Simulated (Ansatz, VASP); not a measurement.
# Two plane-wave programs on TiO2

```
Ti O
1.0
     4.22957    0.00000    0.00000
     0.00000    4.22957    0.00000
     0.00000    0.00000    3.11260
Ti O
2 4
Direct
  0.00000 0.00000 0.00000
  0.50000 0.50000 0.50000
  0.30514 0.30514 0.00000
  0.19486 0.80514 0.50000
  0.69486 0.69486 0.00000
  0.80514 0.19486 0.50000
```

Change from the starting cell: strain -0.080 along x and y, +0.040 along z, atoms carried along.

Alike in both runs: task single point; functional r2SCAN; k mesh 6 × 6 × 8; occupations gaussian, width 0.05 eV; no spin polarisation; Hubbard terms Ti d U = 4.0 eV.

```csv
,VASP,Ansatz
version,VASP 6.6.1,Ansatz 0.2.0
potentials or method,"VASP PAW PBE potentials, release 64 (Ti_sv, O), cutoff 520 eV","scalar-relativistic, plane waves, PAW"
valence electrons in the cell,48,48
```

```tsv
	VASP	Ansatz	Ansatz less VASP
gap on the k mesh at the Fermi level (eV)	3.26	3.27	+0.008
least direct gap on the mesh (eV)	3.26	3.27	+0.008
pressure (GPa)	43.6	36.8	-6.79
traceless stress, the component that is largest in VASP (GPa)	-22.10	-22.02	+0.081
rms of the force components (eV/Å)	0.241	0.201	-0.0394
```

VASP's potentials were made for PBE, not for r2SCAN. The programs project onto different local orbitals, so the same U acts differently, and such runs can settle in different states. Atom by atom the forces differ by 0.039 eV/Å (rms over components). The pressures are high and differ by over a tenth, so treat them with care.
